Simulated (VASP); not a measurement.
# C (Cmmm) in VASP: a series of runs

Runs on C. Level: PBE. Tasks: single point, relaxation of cell and atoms.

All numbers are computed with VASP 6.6.1; they aren't measurements. Logs are shortened: lines on timing, memory, paths and dates and some standing lists are left out, and cuts for length are marked.

## 1. The cell of the first run

Symmetry: Cmmm, No. 65, orthorhombic system. Conventional cell: a = 2.376 Å, b = 3.403 Å, c = 4.884 Å, α = 90.00°, β = 90.00°, γ = 90.00°. Within 2.0 Å of C (site symmetry mm2) lie 5 C at 1.51 to 1.94 Å. C (site symmetry mmm) has 8 C at 1.51 to 1.94 Å within 2.0 Å.

## 2. Single point, PBE, collinear spin, ferromagnetic start

INCAR

```
SYSTEM = C
  PREC = Accurate
  ENCUT = 520
  EDIFF = 1E-6
  ISMEAR = 0
  SIGMA = 0.1
  LREAL = .False.
  LASPH = .True.
  NELM = 150
  ALGO = Normal
  ISIF = 2
  LWAVE = .False.
  LCHARG = .False.
  ISPIN = 2
  MAGMOM = 1 1 1
  LORBIT = 11
  GGA = PE
  NBANDS = 17
```

KPOINTS

```
Automatic mesh
0
Gamma
  8 8 4
  0 0 0
```

POSCAR

```
C
1.0
    1.1881884100     -1.7012909400      0.0000000000
    1.1881884100      1.7012909400      0.0000000000
    0.0000000000      0.0000000000      4.8843480900
C
3
Direct
    0.5000000000      0.5000000000      0.6905752200
    0.5000000000      0.5000000000      0.3094247800
    0.0000000000      0.0000000000      0.5000000000
```

Potentials or basis: VASP PAW PBE potentials, release 64 (C).

Started as:

```
$ cat potpaw_PBE.64/C/POTCAR > POTCAR
$ mpirun -np 1 vasp_std > vasp.out
```

OUTCAR:

```text
SYSTEM = C
   PREC = Accurate
   ENCUT = 520
   EDIFF = 1E-6
   ISMEAR = 0
   LREAL = .False.
   LASPH = .True.
   NELM = 150
   ISIF = 2
   ISPIN = 2
   LORBIT = 11
   GGA = PE

 ion  position               nearest neighbor table
   1  0.500  0.500  0.691-   3 1.51   3 1.51   2 1.86   3 1.94   3 1.94
   2  0.500  0.500  0.309-   3 1.51   3 1.51   1 1.86   3 1.94   3 1.94
   3  0.000  0.000  0.500-   1 1.51   2 1.51   1 1.51   2 1.51   1 1.94   2 1.94   1 1.94   2 1.94

  LATTYP: Found a base centered orthorhombic cell.
 ALAT       =     2.3763768200
 B/A-ratio  =     1.4318359998
 C/A-ratio  =     2.0553760872

  Lattice vectors:

 A1 = (   1.1881884100,  -1.7012909400,   0.0000000000)
 A2 = (   1.1881884100,   1.7012909400,   0.0000000000)
 A3 = (   0.0000000000,   0.0000000000,   4.8843480900)

Analysis of symmetry for initial positions (statically):
=====================================================================
 Subroutine PRICEL returns:
 Original cell was already a primitive cell.

 Routine SETGRP: Setting up the symmetry group for a
 base centered orthorhombic supercell.

 Subroutine GETGRP returns: Found  8 space group operations
 (whereof  8 operations were pure point group operations)
 out of a pool of  8 trial point group operations.

The static configuration has the point symmetry D_2h.

Analysis of symmetry for dynamics (positions and initial velocities):
=====================================================================
 Subroutine PRICEL returns:
 Original cell was already a primitive cell.

 Routine SETGRP: Setting up the symmetry group for a
 base centered orthorhombic supercell.

 Subroutine GETGRP returns: Found  8 space group operations
 (whereof  8 operations were pure point group operations)
 out of a pool of  8 trial point group operations.

The dynamic configuration has the point symmetry D_2h.

Analysis of structural, dynamic, and magnetic symmetry:
=====================================================================
 Subroutine PRICEL returns:
 Original cell was already a primitive cell.

 Routine SETGRP: Setting up the symmetry group for a
 base centered orthorhombic supercell.

 Subroutine GETGRP returns: Found  8 space group operations
 (whereof  8 operations were pure point group operations)
 out of a pool of  8 trial point group operations.

The overall configuration has the point symmetry D_2h.

 Subroutine INISYM returns: Found  8 space group operations
 (whereof  8 operations are pure point group operations),
 and found     1 'primitive' translations

----------------------------------------------------------------------------------------

                                     Primitive cell

  volume of cell :      19.7470

  direct lattice vectors                    reciprocal lattice vectors
     1.188188410 -1.701290940  0.000000000     0.420808683 -0.293894471  0.000000000
     1.188188410  1.701290940  0.000000000     0.420808683  0.293894471  0.000000000
     0.000000000  0.000000000  4.884348090     0.000000000  0.000000000  0.204735613

  length of vectors
     2.075134348  2.075134348  4.884348090     0.513277613  0.513277613  0.204735613

  position of ions in fractional coordinates (direct lattice)
     0.500000000  0.500000000  0.690575220
     0.500000000  0.500000000  0.309424780
     0.000000000  0.000000000  0.500000000

  ion indices of the primitive-cell ions
   primitive index   ion index
                 1           1
                 2           2
                 3           3

----------------------------------------------------------------------------------------

 KPOINTS: Automatic mesh

Automatic generation of k-mesh.
 Grid dimensions read from file:
 generate k-points for:    8    8    4

 Generating k-lattice:

  Cartesian coordinates                     Fractional coordinates (reciprocal lattice)
     0.052601085 -0.036736809  0.000000000     0.125000000  0.000000000  0.000000000
     0.052601085  0.036736809  0.000000000     0.000000000  0.125000000  0.000000000
     0.000000000  0.000000000  0.051183903     0.000000000  0.000000000  0.250000000

  Length of vectors
     0.064159702  0.064159702  0.051183903

  Shift w.r.t. Gamma in fractional coordinates (k-lattice)
     0.000000000  0.000000000  0.000000000

 Subroutine IBZKPT returns following result:
 ===========================================

 Found     63 irreducible k-points:

 Following reciprocal coordinates:
            Coordinates               Weight
  0.000000  0.000000  0.000000      1.000000
  0.125000 -0.000000  0.000000      4.000000
  0.250000 -0.000000  0.000000      4.000000
  0.375000 -0.000000  0.000000      4.000000
  0.500000 -0.000000  0.000000      2.000000
  0.125000  0.125000  0.000000      2.000000
[... 16 lines left out ...]
  0.125000 -0.000000  0.250000      8.000000
  0.250000 -0.000000  0.250000      8.000000
 [... further k-points ...]
[... 32 lines left out ...]
   EFERMI =   0.00;   METHOD = LEGACY
   ISMEAR =     0;   SIGMA  =   0.10  broadening in eV -4-tet -1-fermi 0-gaus
   EFERMI_NEDOS =   21; number of points for ismear=-14 and -15
   IALGO  =     38    algorithm
   IMIX   =      4    mixing-type and parameters
     AMIX     =   0.40;   BMIX     =  1.00
     AMIX_MAG =   1.60;   BMIX_MAG =  1.00
  volume/ion in A,a.u.               =       6.58        44.42
  Fermi-wavevector in a.u.,A,eV,Ry     =   1.386655  2.620398 26.161445  1.922812
  Thomas-Fermi vector in A             =   2.510950
   LORBIT       =     11    0 simple, 1 ext, 2 COOP (PROOUT), +10 PAW based schemes
   GGA     = PE    functional components
   LHFCALC =     F    Hartree Fock is set to
   AEXX    =    0.0000 exact exchange contribution
   IVDW    =     0    specifies the selected vdW correction
   LEPSILON=     F    determine dielectric tensor
   LRPA    =     F    only Hartree local field effects (RPA)
 spin polarized calculation
 Gauss-broadening in eV      SIGMA  =   0.10
  energy-cutoff  :      520.00
  volume of cell :       19.75
 maximum number of plane-waves:       550
   NGX =  7   NGY =  7   NGZ = 19

 number of electron      12.0000001 magnetization       0.0002657

 number of electron      12.0000001 magnetization      -0.0000503

 Free energy of the ion-electron system (eV)
  ---------------------------------------------------
  ext. energy  EPLUGINS =         0.00000000
  ---------------------------------------------------
  free energy    TOTEN  =       -15.15391045 eV

  energy without entropy =      -15.14857768  energy(sigma->0) =      -15.15124407

 E-fermi :   8.5076     XC(G=0): -12.1563

 val. band max:        8.5055759478   @ k =  -0.3750   0.3750   0.0000
 cond. band min:       8.5360662215   @ k =  -0.3750   0.2500   0.5000
 fundamental gap:      0.0304902738
 Fermi energy:         8.5075633537

 spin component 1

 k-point     1 :       0.0000    0.0000    0.0000
  band No.  band energies     occupation
      1     -17.9703      1.00000
      2      -9.0797      1.00000
      3      -0.6270      1.00000
      4       3.8211      1.00000
      5       7.0344      1.00000
      6      12.1624      0.00000
[... 9 lines left out ...]
     16      34.5673      0.00000
     17      36.5137      0.00000
[... 441 lines left out ...]
 k-point    24 :       0.2500   -0.0000    0.2500
  band No.  band energies     occupation
      1     -16.0480      1.00000
      2      -7.3171      1.00000
      3      -1.7655      1.00000
      4       2.3803      1.00000
      5       6.2583      1.00000
      6       8.8335      0.00000
[... 9 lines left out ...]
     16      33.5232      0.00000
     17      34.3115      0.00000

 [... further k-points ...]

 spin component 2

 k-point     1 :       0.0000    0.0000    0.0000
  band No.  band energies     occupation
      1     -17.9704      1.00000
      2      -9.0798      1.00000
      3      -0.6270      1.00000
      4       3.8211      1.00000
      5       7.0344      1.00000
      6      12.1623      0.00000
[... 9 lines left out ...]
     16      34.5672      0.00000
     17      36.5138      0.00000
[... 441 lines left out ...]
 k-point    24 :       0.2500   -0.0000    0.2500
  band No.  band energies     occupation
      1     -16.0480      1.00000
      2      -7.3172      1.00000
      3      -1.7655      1.00000
      4       2.3803      1.00000
      5       6.2582      1.00000
      6       8.8335      0.00000
[... 9 lines left out ...]
     16      33.5231      0.00000
     17      34.3114      0.00000

 [... further k-points ...]
[... 5 lines left out ...]
  --------------------------------------------------------------------------------------
  -------------------------------------------------------------------------------------
  Total        7.0262651     18.7123876      8.0754339     -0.0000000      0.0000000      0.0000000
  in kB      570.0784308   1518.2359932    655.2031054     -0.0000000      0.0000000      0.0000000
  external PRESSURE =     914.5058431 kB  Pullay stress =       0.0000000 kB

 VOLUME and BASIS-vectors are now :
 -----------------------------------------------------------------------------
  energy-cutoff  :      520.00
  volume of cell :       19.75
      direct lattice vectors                 reciprocal lattice vectors
     1.188188410 -1.701290940  0.000000000     0.420808683 -0.293894471  0.000000000
     1.188188410  1.701290940  0.000000000     0.420808683  0.293894471  0.000000000
     0.000000000  0.000000000  4.884348090     0.000000000  0.000000000  0.204735613

 POSITION                                       TOTAL-FORCE (eV/Angst)
 -----------------------------------------------------------------------------------
      1.18819      0.00000      3.37301         0.000000      0.000000      3.942314
      1.18819      0.00000      1.51134        -0.000000      0.000000     -3.942314
      0.00000      0.00000      2.44217         0.000000      0.000000      0.000000
 -----------------------------------------------------------------------------------
    total drift:                                0.000000      0.000000     -0.000000

  FREE ENERGIE OF THE ION-ELECTRON SYSTEM (eV)
  ---------------------------------------------------
  free  energy   TOTEN  =       -15.1539104517 eV

  energy  without entropy=      -15.1485776815  energy(sigma->0) =      -15.15124407

 total charge

# of ion       s       p       d       tot
------------------------------------------
    1        1.014   1.377   0.000   2.391
    2        1.014   1.377   0.000   2.391
    3        0.866   1.767   0.000   2.633
--------------------------------------------------
tot          2.894   4.521   0.000   7.414

 magnetization (x)

# of ion       s       p       d       tot
------------------------------------------
    1       -0.000  -0.000   0.000  -0.000
    2       -0.000  -0.000   0.000  -0.000
    3        0.000   0.000   0.000   0.000
--------------------------------------------------
tot         -0.000  -0.000   0.000  -0.000
```

It took 38 s on 1 thread of Intel Xeon Platinum 8175M at 2.50GHz (Skylake/Cascade Lake), shared host; peak memory 0.14 GiB.

What came out:

```
Free energy                                           : -15.1539 eV
Pressure                                              : 91.5 GPa
Largest force                                         : 3.942 eV/Å
Band gap on the k mesh                                : zero (filled and empty bands overlap)
Net moment                                            : 0.00 μB per cell
Valence electrons inside the program's atomic spheres : C 2.39, 2.63
```

Forces on the atoms (eV/Å):
```
C    0.000  0.000  3.942
C    0.000  0.000 -3.942
C    0.000  0.000  0.000
```

Stress tensor (GPa, compression positive):
```
 57.01   0.00   0.00
  0.00 151.82   0.00
  0.00   0.00  65.52
```

Caveat: the k points lie up to 0.40 Å⁻¹ apart; forces of over 1 eV/Å act on the atoms, so gaps and moduli don't describe the material at rest.

## 3. Relaxation of cell and atoms, PBE

This run uses another cell than the first one, of 9.99 Å³/atom, 1.517 times its volume.

INCAR

```
SYSTEM = C
ALGO = Normal
EDIFF = 1E-6
EDIFFG = -0.04
ENCUT = 600
GGA = PE
IBRION = 2
ISIF = 3
ISMEAR = 0
LASPH = .True.
LCHARG = .False.
LREAL = .False.
LWAVE = .False.
NELM = 80
NSW = 90
PREC = Accurate
SIGMA = 0.1
```

KPOINTS

```
k-points
0
Gamma
  8 8 6
  0 0 0
```

POSCAR

```
C
1.0
    1.1787617513     -3.7247364560      0.0000000000
    1.1787617513      3.7247364560      0.0000000000
    0.0000000000      0.0000000000      3.4123997188
C
3
Direct
    0.5000000000      0.5000000000      0.7955681259
    0.5000000000      0.5000000000      0.2044318741
    0.0000000000      0.0000000000      0.5000000000
```

Potentials or basis: VASP PAW PBE potentials, release 64 (C).

Started as:

```
$ cat potpaw_PBE.64/C/POTCAR > POTCAR
$ mpirun -np 1 vasp_std > vasp.out
```

Run time: 6.6 min. Hardware: 1 thread of Intel Xeon Platinum 8175M at 2.50GHz (Skylake/Cascade Lake), shared host; peak memory 0.18 GiB.

It converged, with:

```
Free energy                            : -22.3623 eV
Relaxed volume                         : 11.13 Å³/atom
Relaxed cell                           : a = 4.303 Å, b = 4.303 Å, c = 3.419 Å, α = 90.00°, β = 90.00°, γ = 148.17°
Space group after relaxing (to 0.05 Å) : Cmmm (No. 65)
Energy gained by relaxing              : 5.9 meV/atom
Ionic steps                            : 26
Pressure after relaxing                : 0.1 GPa
Largest force after relaxing           : 0.014 eV/Å
Band gap on the k mesh                 : zero (band 6 reaches 6.22 eV, above the bottom of band 7 at 2.24 eV)
```

Forces in eV/Å, atoms in the order of the input:
```
C    0.000  0.000 -0.014
C    0.000  0.000  0.014
C    0.000  0.000  0.000
```

Stress tensor (GPa, compression positive):
```
-0.04  0.00  0.00
 0.00  0.04  0.00
 0.00  0.00  0.39
```

The path:
| step | energy change (eV) | largest force (eV/Å) | pressure (GPa) | volume (Å³) |
| --- | --- | --- | --- | --- |
| 1 | 0.0000 | 1.0166 | 0.20 | 29.96 |
| 2 | 0.1531 | 4.4526 | 5.47 | 30.02 |
| 3 | -0.0110 | 0.0014 | 0.79 | 29.98 |
| 4 | -0.0110 | 0.0216 | 0.81 | 29.98 |
| 5 | -0.0108 | 0.0152 | -0.68 | 30.16 |
| 6 | -0.0113 | 0.0192 | 0.12 | 30.06 |
| 7 | -0.0116 | 0.0423 | 0.14 | 30.11 |
| 8 | -0.0117 | 0.1682 | 0.18 | 30.21 |
| 9 | -0.0118 | 0.1677 | 0.19 | 30.22 |
| 10 | -0.0119 | 0.1643 | 0.22 | 30.24 |
| 11 | -0.0121 | 0.1576 | 0.29 | 30.29 |
| 12 | -0.0125 | 0.1435 | 0.43 | 30.38 |
| 13 | -0.0131 | 0.1169 | 0.71 | 30.56 |
| 14 | -0.0139 | 0.0604 | 1.23 | 30.92 |
| 15 | -0.0139 | 0.0607 | 2.29 | 31.63 |
| 16 | -0.0142 | 0.0063 | 1.73 | 31.25 |
| 17 | -0.0146 | 0.0017 | 1.60 | 31.36 |
| 18 | -0.0156 | 0.0235 | 1.22 | 31.70 |
| 19 | -0.0169 | 0.0734 | 0.42 | 32.39 |
| 20 | -0.0164 | 0.1898 | -1.12 | 33.77 |
| 21 | -0.0172 | 0.1183 | -0.19 | 32.93 |
| 22 | -0.0174 | 0.0179 | -0.27 | 33.08 |
| 23 | -0.0175 | 0.0468 | -0.34 | 33.18 |
| 24 | -0.0176 | 0.0492 | -0.11 | 33.26 |
| 25 | -0.0176 | 0.0514 | 0.11 | 33.34 |
| 26 | -0.0176 | 0.0144 | 0.13 | 33.38 |

Final structure:
```yaml
crystal:
  lattice:
    - [1.17983, -4.13778, 0.00000]
    - [1.17983, 4.13778, 0.00000]
    - [0.00000, 0.00000, 3.41882]
  atoms:
    - { symbol: C, position: [0.50000, 0.50000, 0.79900] }
    - { symbol: C, position: [0.50000, 0.50000, 0.20100] }
    - { symbol: C, position: [0.00000, 0.00000, 0.50000] }
```

Levels at points of the mesh, in eV from the Fermi level:
| k point | band 3 | band 4 | band 5 | band 6 | band 7 | band 8 | band 9 | band 10 |
| --- | --- | --- | --- | --- | --- | --- | --- | --- |
| (0.00, 0.00, 0.00) | -9.80 | -7.14 | -4.28 | 3.13 | 3.36 | 3.76 | 5.84 | 8.61 |
| (0.50, 0.00, 0.00) | -10.04 | -6.57 | -3.16 | -2.80 | -0.64 | 2.22 | 4.95 | 10.28 |
| (0.50, 0.50, 0.00) | -9.78 | -7.72 | -4.29 | 2.79 | 3.46 | 5.84 | 7.05 | 8.58 |
| (0.00, 0.00, 0.50) | -4.86 | -4.57 | -3.66 | -2.75 | 0.61 | 6.05 | 6.42 | 8.77 |
| (0.50, 0.00, 0.50) | -12.06 | -10.17 | -1.67 | -0.17 | 0.85 | 1.38 | 9.20 | 9.74 |
| (0.50, 0.50, 0.50) | -5.38 | -4.57 | -4.22 | -2.75 | 0.60 | 8.75 | 9.33 | 9.53 |

## 4. Single point, PBE, collinear spin, ferromagnetic start

This run uses another cell than the first one, of 10.79 Å³/atom, 1.639 times its volume.

INCAR

```
  PREC = Accurate
  ENCUT = 520
  EDIFF = 1E-6
  ISMEAR = 0
  SIGMA = 0.1
  LREAL = F
  LASPH = T
  NELM = 150
  ALGO = Normal
  ISIF = 2
  LWAVE = F
  LCHARG = F
  ISPIN = 2
  MAGMOM = 1 1 1
  LORBIT = 11
  GGA = PE
  NBANDS = 17
```

KPOINTS

```
regular mesh
0
Gamma
  8 8 6
```

POSCAR

```
C
1.0
    1.1793609005     -4.0129620890      0.0000000000
    1.1793609005      4.0129620890      0.0000000000
    0.0000000000      0.0000000000      3.4202298744
C
3
Direct
    0.5000000000      0.5000000000      0.7990368634
    0.5000000000      0.5000000000      0.2009631366
    0.0000000000      0.0000000000      0.5000000000
```

Started as:

```
$ cat potpaw_PBE.64/C/POTCAR > POTCAR
$ mpirun -np 1 vasp_std > vasp.out
```

Run time: 2.5 min. Hardware: 1 thread of Intel Xeon Platinum 8175M at 2.50GHz (Skylake/Cascade Lake), shared host; peak memory 0.21 GiB.

Results (log left out):

- Free energy: -22.3600 eV
- Pressure: 0.3 GPa
- Largest force: 0.027 eV/Å
- Band gap on the k mesh: zero (filled and empty bands overlap)
- Net moment: 0.00 μB per cell
- Valence electrons inside the program's atomic spheres: C 2.50, 2.44

Forces in eV/Å, atoms in the order of the input:
```
C    0.000  0.000 -0.027
C    0.000  0.000  0.027
C    0.000  0.000  0.000
```

Levels at points of the mesh, in eV from the Fermi level:
Spin up:
```
           k point  band 4  band 5  band 6  band 7  band 8  band 9
(0.00, 0.00, 0.00)   -7.06   -4.26    3.17    3.47    3.80    5.85
(0.50, 0.00, 0.00)   -6.57   -3.14   -2.80   -0.63    2.22    4.95
(0.50, 0.50, 0.00)   -7.77   -4.27    2.75    3.43    5.85    7.47
(0.00, 0.00, 0.50)   -4.57   -3.59   -2.73    0.63    6.11    6.51
(0.50, 0.00, 0.50)  -10.16   -1.66   -0.16    0.85    1.39    9.20
(0.50, 0.50, 0.50)   -4.56   -4.27   -2.73    0.62    8.77    9.37
```
Spin down:
```csv
k point,band 2,band 3,band 4,band 5,band 6,band 7,band 8,band 9,band 10,band 11
"(0.00, 0.00, 0.00)",-11.58,-9.81,-7.06,-4.26,3.17,3.47,3.80,5.85,8.65,9.49
"(0.50, 0.00, 0.00)",-13.65,-10.03,-6.57,-3.14,-2.80,-0.63,2.22,4.95,10.40,11.10
"(0.50, 0.50, 0.00)",-11.56,-9.77,-7.77,-4.27,2.75,3.43,5.85,7.47,8.61,9.49
"(0.00, 0.00, 0.50)",-16.59,-4.79,-4.57,-3.59,-2.73,0.63,6.11,6.51,8.78,9.42
"(0.50, 0.00, 0.50)",-13.10,-12.05,-10.16,-1.66,-0.16,0.85,1.39,9.20,9.74,10.65
"(0.50, 0.50, 0.50)",-16.54,-5.43,-4.56,-4.27,-2.73,0.62,8.77,9.37,9.58,10.17
```

## 5. Summary

| task | spin | cell | k mesh | cutoff (eV) | gap on the mesh (eV) | pressure (GPa) | moment (μB) | largest force (eV/Å) |
| --- | --- | --- | --- | --- | --- | --- | --- | --- |
| single point | collinear, ferromagnetic start | a = 2.075, b = 2.075, c = 4.884 Å, angles 90.0, 90.0, 110.1°, 3 atoms | 8 × 8 × 4 | 520 | none | 91.5 | 0.00 | 3.94 |
| relaxation of cell and atoms | off | relaxed from a = 3.907, b = 3.907, c = 3.412 Å, angles 90.0, 90.0, 144.9°, 3 atoms | 8 × 8 × 6 | 600 | none | 0.1 | - | 0.01 |
| single point | collinear, ferromagnetic start | a = 4.183, b = 4.183, c = 3.420 Å, angles 90.0, 90.0, 147.2°, 3 atoms | 8 × 8 × 6 | 520 | none | 0.3 | 0.00 | 0.03 |

Alike in all rows: level PBE; potentials or basis VASP PAW PBE potentials, release 64 (C); smearing gaussian 0.1 eV.

Caveats: some runs use coarse meshes; forces of over 1 eV/Å act on the atoms, so gaps and moduli don't describe the material at rest (some runs).

Absolute energies hang on the potentials; compare differences alone.
